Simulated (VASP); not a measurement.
# Si3B4 (P-62m) in VASP: single point with PBE

Aim: the single point of Si3B4 with PBE.

Everything below comes from runs of VASP 6.6.1. Logs are shortened: lines on timing, memory, paths and dates and some standing lists are left out, and cuts for length are marked.

### Step 1. The cell of the first run

The structure is hexagonal, space group P-62m (No. 189). Conventional cell: a = 5.800 Å, b = 5.800 Å, c = 3.177 Å, α = 90.00°, β = 90.00°, γ = 120.00°. Si (site symmetry m2m) has 4 B at 1.94 to 2.13 Å within 2.6 Å. Within 2.3 Å of B (site symmetry m2m) lie 1 B at 1.73 Å and 3 Si at 1.94 to 1.96 Å. B (site symmetry -62m) has 3 B at 1.73 Å and 3 Si at 2.13 Å within 2.3 Å.

The cell was built from a structure type or drawn by symmetry, and may not be a known phase.

### Step 2. Single point, PBE

The input, INCAR:

```
SYSTEM = Si3B4
PREC     = Accurate       ! precision mode
ENCUT    = 500            ! plane-wave cutoff, eV
EDIFF    = 1E-6           ! SCF threshold, eV
ISMEAR   = 0              ! smearing method
SIGMA    = 0.2            ! smearing width, eV
LREAL    = .FALSE.        ! projectors in reciprocal space
LASPH    = .TRUE.         ! aspherical terms in the spheres
NELM     = 120            ! most SCF steps
ALGO     = Normal         ! electronic algorithm
ISIF     = 2              ! what is computed and relaxed
LWAVE    = .FALSE.        ! write WAVECAR
LCHARG   = .TRUE.         ! write CHGCAR
GGA      = PE             ! functional
LELF     = .TRUE.         ! ELF
LVHAR    = .TRUE.       
NBANDS   = 21             ! bands
GGA_COMPAT= .FALSE.
```

The input, KPOINTS:

```
regular mesh
0
G
  4 4 5
  0 0 0
```

The input, POSCAR:

```
Si3B4
1.0
    5.7998497976      0.0000000000      0.0000000000
   -2.8999248988      5.0228172628      0.0000000000
    0.0000000000      0.0000000000      3.1773029727
Si B
3 4
Direct
    0.3669262402      0.0000000000      0.5000000000
    0.0000000000      0.3669262402      0.5000000000
    0.6330737598      0.6330737598      0.5000000000
    0.7011174640      0.0000000000      0.5000000000
    0.0000000000      0.7011174640      0.5000000000
    0.2988825360      0.2988825360      0.5000000000
    0.0000000000      0.0000000000      0.5000000000
```

Potentials or basis: VASP PAW PBE potentials, release 64 (Si, B).

Run with:

```sh
$ cat potpaw_PBE.64/Si/POTCAR potpaw_PBE.64/B/POTCAR > POTCAR
$ mpirun -np 1 vasp_std > vasp.out
```

OUTCAR:

```text
SYSTEM = Si3B4
   PREC = Accurate
   ENCUT = 500
   EDIFF = 1E-6
   ISMEAR = 0
   LREAL = .FALSE.
   LASPH = .TRUE.
   NELM = 120
   ISIF = 2
   GGA = PE

 ion  position               nearest neighbor table
   1  0.367  0.000  0.500-   4 1.94   6 1.96   5 1.96   7 2.13
   2  0.000  0.367  0.500-   5 1.94   4 1.96   6 1.96   7 2.13
   3  0.633  0.633  0.500-   6 1.94   4 1.96   5 1.96   7 2.13
   4  0.701  0.000  0.500-   7 1.73   1 1.94   2 1.96   3 1.96
   5  0.000  0.701  0.500-   7 1.73   2 1.94   1 1.96   3 1.96
   6  0.299  0.299  0.500-   7 1.73   3 1.94   1 1.96   2 1.96
   7  0.000  0.000  0.500-   5 1.73   6 1.73   4 1.73   3 2.13   2 2.13   1 2.13

  LATTYP: Found a hexagonal cell.
 ALAT       =     5.7998497976
 C/A-ratio  =     0.5478250444

  Lattice vectors:

 A1 = (   5.7998497976,   0.0000000000,   0.0000000000)
 A2 = (  -2.8999248988,   5.0228172628,   0.0000000000)
 A3 = (   0.0000000000,   0.0000000000,   3.1773029727)

Analysis of symmetry for initial positions (statically):
=====================================================================
 Subroutine PRICEL returns:
 Original cell was already a primitive cell.

 Routine SETGRP: Setting up the symmetry group for a
 hexagonal supercell.

 Subroutine GETGRP returns: Found 12 space group operations
 (whereof 12 operations were pure point group operations)
 out of a pool of 24 trial point group operations.

The static configuration has the point symmetry D_3h.

Analysis of symmetry for dynamics (positions and initial velocities):
=====================================================================
 Subroutine PRICEL returns:
 Original cell was already a primitive cell.

 Routine SETGRP: Setting up the symmetry group for a
 hexagonal supercell.

 Subroutine GETGRP returns: Found 12 space group operations
 (whereof 12 operations were pure point group operations)
 out of a pool of 24 trial point group operations.

The dynamic configuration has the point symmetry D_3h.

 Subroutine INISYM returns: Found 12 space group operations
 (whereof 12 operations are pure point group operations),
 and found     1 'primitive' translations

----------------------------------------------------------------------------------------

                                     Primitive cell

  volume of cell :      92.5599

  direct lattice vectors                    reciprocal lattice vectors
     5.799849798  0.000000000  0.000000000     0.172418258  0.099545728  0.000000000
    -2.899924899  5.022817263  0.000000000     0.000000000  0.199091456  0.000000000
     0.000000000  0.000000000  3.177302973     0.000000000  0.000000000  0.314732340

  length of vectors
     5.799849798  5.799849798  3.177302973     0.199091456  0.199091456  0.314732340

  position of ions in fractional coordinates (direct lattice)
     0.366926240  0.000000000  0.500000000
     0.000000000  0.366926240  0.500000000
     0.633073760  0.633073760  0.500000000
     0.701117464  0.000000000  0.500000000
     0.000000000  0.701117464  0.500000000
     0.298882536  0.298882536  0.500000000
     0.000000000  0.000000000  0.500000000

  ion indices of the primitive-cell ions
   primitive index   ion index
                 1           1
                 2           2
                 3           3
                 4           4
                 5           5
                 6           6
                 7           7

----------------------------------------------------------------------------------------

 KPOINTS: regular mesh

Automatic generation of k-mesh.
 Grid dimensions read from file:
 generate k-points for:    4    4    5

 Generating k-lattice:

  Cartesian coordinates                     Fractional coordinates (reciprocal lattice)
     0.043104565  0.024886432  0.000000000     0.250000000  0.000000000  0.000000000
     0.000000000  0.049772864  0.000000000     0.000000000  0.250000000  0.000000000
     0.000000000  0.000000000  0.062946468     0.000000000  0.000000000  0.200000000

  Length of vectors
     0.049772864  0.049772864  0.062946468

  Shift w.r.t. Gamma in fractional coordinates (k-lattice)
     0.000000000  0.000000000  0.000000000

 Subroutine IBZKPT returns following result:
 ===========================================

 Found     12 irreducible k-points:

 Following reciprocal coordinates:
            Coordinates               Weight
  0.000000  0.000000  0.000000      1.000000
  0.250000  0.000000  0.000000      6.000000
  0.500000  0.000000  0.000000      3.000000
  0.250000  0.250000  0.000000      6.000000
  0.000000  0.000000  0.200000      2.000000
  0.250000  0.000000  0.200000     12.000000
  0.500000  0.000000  0.200000      6.000000
  0.250000  0.250000  0.200000     12.000000
  0.000000  0.000000  0.400000      2.000000
  0.250000  0.000000  0.400000     12.000000
  0.500000  0.000000  0.400000      6.000000
  0.250000  0.250000  0.400000     12.000000
   k-points           NKPTS =     12   k-points in BZ     NKDIM =     12   number of bands    NBANDS=     21
   number of dos      NEDOS =    301   number of ions     NIONS =      7
   total plane-waves  NPLWV =  42336
   dimension x,y,z NGX =    42 NGY =   42 NGZ =   24
   dimension x,y,z NGXF=    84 NGYF=   84 NGZF=   48
   ions per type =               3   4
   NGX,Y,Z   is equivalent  to a cutoff of  12.04, 12.04, 12.56 a.u.
   NGXF,Y,Z  is equivalent  to a cutoff of  24.08, 24.08, 25.12 a.u.
 SYSTEM =  Si3B4
   PREC   = accura    normal or accurate (medium, high low for compatibility)
   ISTART =      0    job   : 0-new  1-cont  2-samecut
   ICHARG =      2    charge: 1-file 2-atom 10-const
   ISPIN  =      1    spin polarized calculation?
   LNONCOLLINEAR =      F non collinear calculations
   LSORBIT =      F    spin-orbit coupling
   LASPH  =      T    aspherical Exc in radial PAW
   ENCUT  =  500.0 eV  36.75 Ry    6.06 a.u.  10.57 10.57  5.79*2*pi/ulx,y,z
   NELM   =    120;   NELMIN=  2; NELMDL= -5     # of ELM steps
   EDIFF  = 0.1E-05   stopping-criterion for ELM
   LREAL  =      F    real-space projection
   EDIFFG = 0.1E-04   stopping-criterion for IOM
   NSW    =      0    number of steps for IOM
   IBRION =     -1    ionic relax: 0-MD 1-quasi-New 2-CG
   NFREE  =      0    steps in history (QN), initial steepest desc. (CG)
   ISIF   =      2    stress and relaxation
   ISYM   =      2    0-nonsym 1-usesym 2-fastsym
   POTIM  = 0.5000    time-step for ionic-motion
   TEBEG  =    0.0;   TEEND  =   0.0 temperature during run
   PSTRESS=    0.0 pullay stress
   NELECT =      24.0000    total number of electrons
   NUPDOWN=      -1.0000    fix difference up-down
   EMIN   =  10.00;   EMAX   =-10.00  energy-range for DOS
   EFERMI =   0.00;   METHOD = LEGACY
   ISMEAR =     0;   SIGMA  =   0.20  broadening in eV -4-tet -1-fermi 0-gaus
   EFERMI_NEDOS =   21; number of points for ismear=-14 and -15
   IALGO  =     38    algorithm
   IMIX   =      4    mixing-type and parameters
     AMIX     =   0.40;   BMIX     =  1.00
     AMIX_MAG =   1.60;   BMIX_MAG =  1.00
  volume/ion in A,a.u.               =      13.22        89.23
  Fermi-wavevector in a.u.,A,eV,Ry     =   1.043929  1.972740 14.827465  1.089788
  Thomas-Fermi vector in A             =   2.178660
   LORBIT       =      0    0 simple, 1 ext, 2 COOP (PROOUT), +10 PAW based schemes
   GGA     = PE    functional components
   LHFCALC =     F    Hartree Fock is set to
   AEXX    =    0.0000 exact exchange contribution
   IVDW    =     0    specifies the selected vdW correction
   LEPSILON=     F    determine dielectric tensor
   LRPA    =     F    only Hartree local field effects (RPA)
 non-spin polarized calculation
 Gauss-broadening in eV      SIGMA  =   0.20
  energy-cutoff  :      500.00
  volume of cell :       92.56
 maximum number of plane-waves:      2375
   NGX = 21   NGY = 21   NGZ = 11

 number of electron      24.0000000 magnetization

 Free energy of the ion-electron system (eV)
  ---------------------------------------------------
  ext. energy  EPLUGINS =         0.00000000
  ---------------------------------------------------
  free energy    TOTEN  =       -38.30275181 eV

  energy without entropy =      -38.24934228  energy(sigma->0) =      -38.27604704

 E-fermi :   5.7834     XC(G=0): -10.0667

 val. band max:        5.7366486924   @ k =   0.2500   0.2500   0.2000
 cond. band min:       5.7931952313   @ k =   0.2500   0.2500   0.4000
 fundamental gap:      0.0565465389
 Fermi energy:         5.7834022525

 k-point     1 :       0.0000    0.0000    0.0000
  band No.  band energies     occupation
      1      -8.1667      2.00000
      2      -4.2024      2.00000
      3      -4.2024      2.00000
      4      -2.9417      2.00000
      5      -2.5349      2.00000
      6      -2.5349      2.00000
[... 13 lines left out ...]
     20      11.5843      0.00000
     21      11.5843      0.00000

 k-point     2 :       0.2500    0.0000    0.0000
  band No.  band energies     occupation
      1      -7.9261      2.00000
      2      -5.3267      2.00000
      3      -4.5712      2.00000
      4      -2.9959      2.00000
      5      -1.6660      2.00000
      6      -1.4993      2.00000
[... 13 lines left out ...]
     20      11.3325      0.00000
     21      11.7618      0.00000

 k-point     3 :       0.5000    0.0000    0.0000
  band No.  band energies     occupation
      1      -7.5344      2.00000
      2      -6.1885      2.00000
      3      -4.8099      2.00000
      4      -3.2333      2.00000
      5      -0.1929      2.00000
      6      -0.1734      2.00000
[... 13 lines left out ...]
     20      12.1671      0.00000
     21      12.9459      0.00000

 k-point     4 :       0.2500    0.2500    0.0000
  band No.  band energies     occupation
      1      -7.5593      2.00000
      2      -5.8786      2.00000
      3      -5.4013      2.00000
      4      -1.9190      2.00000
      5      -1.8821      2.00000
      6      -0.1871      2.00000
[... 13 lines left out ...]
     20      11.7859      0.00000
     21      12.4346      0.00000

 k-point     5 :       0.0000    0.0000    0.2000
  band No.  band energies     occupation
      1      -7.8345      2.00000
      2      -3.9233      2.00000
      3      -3.9233      2.00000
      4      -2.6519      2.00000
      5      -2.1933      2.00000
      6      -2.1933      2.00000
[... 13 lines left out ...]
     20      12.1769      0.00000
     21      13.1165      0.00000
[... 94 lines left out ...]
     20      12.6701      0.00000
     21      13.0279      0.00000

 k-point    10 :       0.2500    0.0000    0.4000
  band No.  band energies     occupation
      1      -6.9361      2.00000
      2      -4.3595      2.00000
      3      -3.6726      2.00000
      4      -1.9730      2.00000
      5      -0.7828      2.00000
      6      -0.6807      2.00000
[... 13 lines left out ...]
     20      11.1333      0.00000
     21      11.6512      0.00000

 k-point    11 :       0.5000    0.0000    0.4000
  band No.  band energies     occupation
      1      -6.6114      2.00000
      2      -5.1101      2.00000
      3      -3.8773      2.00000
      4      -2.2065      2.00000
      5       0.3813      2.00000
      6       0.4441      2.00000
[... 13 lines left out ...]
     20      10.8466      0.00000
     21      12.0221      0.00000

 k-point    12 :       0.2500    0.2500    0.4000
  band No.  band energies     occupation
      1      -6.6277      2.00000
      2      -4.8423      2.00000
      3      -4.3821      2.00000
      4      -1.0773      2.00000
      5      -0.9458      2.00000
      6       0.4037      2.00000
[... 13 lines left out ...]
     20      11.3600      0.00000
     21      12.5115      0.00000

------------------------ aborting loop because EDIFF is reached ----------------------------------------

  FORCE on cell =-STRESS in cart. coord.  units (eV):
  Direction    XX          YY          ZZ          XY          YZ          ZX
  --------------------------------------------------------------------------------------
  -------------------------------------------------------------------------------------
  Total        0.1273477      0.1273477     -0.0366509      0.0000000     -0.0000000      0.0000000
  in kB        2.2043423      2.2043423     -0.6344141      0.0000000     -0.0000000      0.0000000
  external PRESSURE =       1.2580902 kB  Pullay stress =       0.0000000 kB

 VOLUME and BASIS-vectors are now :
 -----------------------------------------------------------------------------
  energy-cutoff  :      500.00
  volume of cell :       92.56
      direct lattice vectors                 reciprocal lattice vectors
     5.799849798  0.000000000  0.000000000     0.172418258  0.099545728  0.000000000
    -2.899924899  5.022817263  0.000000000     0.000000000  0.199091456  0.000000000
     0.000000000  0.000000000  3.177302973     0.000000000  0.000000000  0.314732340

 POSITION                                       TOTAL-FORCE (eV/Angst)
 -----------------------------------------------------------------------------------
      2.12812      0.00000      1.58865         0.008576      0.000000     -0.000000
     -1.06406      1.84300      1.58865        -0.004288      0.007427      0.000000
      1.83587      3.17981      1.58865        -0.004288     -0.007427      0.000000
      4.06638      0.00000      1.58865        -0.000307      0.000000     -0.000000
     -2.03319      3.52158      1.58865         0.000154     -0.000266     -0.000000
      0.86674      1.50123      1.58865         0.000154      0.000266      0.000000
      0.00000      0.00000      1.58865        -0.000000      0.000000     -0.000000
 -----------------------------------------------------------------------------------
    total drift:                                0.000000      0.000001      0.000000

  FREE ENERGIE OF THE ION-ELECTRON SYSTEM (eV)
  ---------------------------------------------------
  free  energy   TOTEN  =       -38.3027518051 eV

  energy  without entropy=      -38.2493422829  energy(sigma->0) =      -38.27604704
```

Run time: 14 s. Hardware: 1 thread of Intel Xeon 6975P-C (Granite Rapids), shared host; peak memory 0.19 GiB.

What came out:

- Free energy: -38.3028 eV
- Pressure: 0.1 GPa
- Largest force: 0.009 eV/Å
- Band gap on the k mesh: zero (bands 12 and 13 overlap by 2.74 eV)

Forces on the atoms (eV/Å):
```
Si   0.009  0.000  0.000
Si  -0.004  0.007  0.000
Si  -0.004 -0.007  0.000
B    0.000  0.000  0.000
B    0.000  0.000  0.000
B    0.000  0.000  0.000
B    0.000  0.000  0.000
```

Levels at points of the mesh, in eV from the Fermi level:
| k point | band 9 | band 10 | band 11 | band 12 | band 13 | band 14 |
| --- | --- | --- | --- | --- | --- | --- |
| (0.00, 0.00, 0.00) | -1.77 | -1.58 | 0.96 | 0.96 | 2.53 | 2.53 |
| (0.50, 0.00, 0.00) | -3.15 | -1.07 | 0.16 | 0.79 | 1.31 | 1.92 |

Caveat: the k points lie up to 0.40 Å⁻¹ apart, too coarse for converged energies and pressures of a metal.
